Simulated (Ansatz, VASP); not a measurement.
**Hf: VASP beside Ansatz**

Contents of INCAR:

```
SYSTEM = Hf
PREC = Accurate
ENCUT = 520
EDIFF = 1E-6
ISMEAR = -1
SIGMA = 0.08
LREAL = .FALSE.
LASPH = .TRUE.
NELM = 100
ALGO = Normal
ISIF = 2
LWAVE = .FALSE.
LCHARG = .FALSE.
GGA = PS
NBANDS = 11
```

File KPOINTS:

```
Automatic mesh
0
G
  16 16 16
  0 0 0
```

POSCAR

```
Hf
1.0
   -1.8411000000      1.8050000000      1.8050000000
    1.8050000000     -1.8411000000      1.8050000000
    1.8050000000      1.8050000000     -1.8411000000
Hf
1
Direct
    0.0000000000      0.0000000000      0.0000000000
```

Input for Ansatz:

```yaml
crystal:
  lattice:
    - [-1.8411, 1.805, 1.805]
    - [1.805, -1.8411, 1.805]
    - [1.805, 1.805, -1.8411]
  atoms:
    - { symbol: Hf, position: [0.0, 0.0, 0.0] }
kpoints:
  mp_grid: { grid: [16, 16, 16] }
  band_path:
    path:
      - [0.0, 0.0, 0.0]
      - [0.0, 0.0, 0.5]
      - [-0.5, 0.5, 0.5]
      - [-0.7548769728, 0.2451230272, 0.2451230272]
      - [0.2451230272, 0.2451230272, 0.2451230272]
      - [0.0, 0.0, 0.0]
      - [-0.5, 0.0, 0.5]
    npoints: 5
scf:
  occupations: { method: fermi_dirac, width: 0.08 }
hamiltonian:
  xc: pbesol
  pseudopotentials: { kind: all_electron, lapw: { basis_error: 0.001 } }
output:
  forces: true
  stress: true
  eigenvalues: true
```

Change from the starting cell: equal xy, yz and zx shear strains of -2 %.

Alike in both runs: task single point; functional PBEsol; k mesh 16 × 16 × 16; occupations fermi-dirac, width 0.08 eV; no spin polarisation.

```csv
,VASP,Ansatz
version,VASP 6.6.1,Ansatz 0.2.0
potentials or method,"VASP PAW PBE potentials, release 64 (Hf_pv), cutoff 520 eV","all-electron LAPW, scalar-relativistic"
```

|  | VASP | Ansatz | Ansatz less VASP |
| --- | --- | --- | --- |
| pressure (GPa) | -9.2 | -8.8 | +0.35 |
| traceless stress, the component that is largest in VASP (GPa) | 0.84 | 0.85 | +0.011 |

VASP's potentials were made for PBE, not for PBEsol. Ansatz ran all-electron here, and VASP with PAW potentials.

Neither program's run includes spin-orbit coupling.
